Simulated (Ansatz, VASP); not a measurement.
One calculation of Bi, two programs

File INCAR:

```
SYSTEM = Bi
PREC     = Accurate       ! precision mode
ENCUT    = 600            ! plane-wave cutoff, eV
EDIFF    = 1E-7           ! SCF threshold, eV
ISMEAR   = 0              ! smearing method
SIGMA    = 0.1            ! smearing width, eV
LREAL    = .FALSE.        ! projectors in reciprocal space
LASPH    = .TRUE.         ! aspherical terms in the spheres
NELM     = 80             ! most SCF steps
ALGO     = Fast           ! electronic algorithm
ISIF     = 3              ! what is computed and relaxed
LWAVE    = .FALSE.        ! write WAVECAR
LCHARG   = .FALSE.        ! write CHGCAR
GGA      = PS             ! functional
IBRION   = 2              ! ionic algorithm
NSW      = 100            ! ionic steps
EDIFFG   = -0.01          ! ionic threshold
```

Contents of KPOINTS:

```
regular mesh
0
G
  15 15 15
  0 0 0
```

File POSCAR:

```
Bi
1.0
    2.2598384618      1.3047183443      3.9264830633
   -2.2598384618      1.3047183443      3.9264830633
    0.0000000000     -2.6094366885      3.9264830633
Bi
2
Direct
    0.2348691721      0.2348691721      0.2348691721
    0.7651308279      0.7651308279      0.7651308279
```

Input for Ansatz:

```yaml
crystal:
  lattice:
    - [2.2598384618, 1.3047183443, 3.9264830633]
    - [-2.2598384618, 1.3047183443, 3.9264830633]
    - [0.0, -2.6094366885, 3.9264830633]
  atoms:
    - { symbol: Bi, position: [0.2348691721, 0.2348691721, 0.2348691721] }
    - { symbol: Bi, position: [0.7651308279, 0.7651308279, 0.7651308279] }
basis:
  ecutwfc: 420
kpoints:
  mp_grid: { grid: [15, 15, 15] }
hamiltonian:
  xc: pbesol
scf:
  occupations: { method: gaussian, width: 0.1 }
output:
  forces: true
  stress: true
  eigenvalues: true
relax:
  adjacent_minimum: "off"
  f_tol: 0.01
  max_steps: 80
  cell: { stress_tol: 0.05 }
```

Alike in both runs: task relaxation of cell and atoms; functional PBEsol; k mesh 15 × 15 × 15; occupations gaussian, width 0.1 eV; no spin polarisation.

```csv
,VASP,Ansatz
version,VASP 6.6.1,Ansatz 0.2.0
potentials or method,"VASP PAW PBE potentials, release 64 (Bi_d), cutoff 600 eV","scalar-relativistic, plane waves, PAW"
valence electrons in the cell,30,30
```

```csv
,VASP,Ansatz,Ansatz less VASP
"gap on the k mesh at the Fermi level, each at its own relaxed structure (eV)",none,none,-
relaxed volume (Å³/atom),34.37,34.42,+0.046
relaxed length of the cell vector where the two differ most in proportion (Å),4.677,4.680,+0.0028
```

VASP's potentials were made for PBE, not for PBEsol. A gap of «none» marks a metal or a gap that the smearing closes.

Spin-orbit coupling is off throughout.
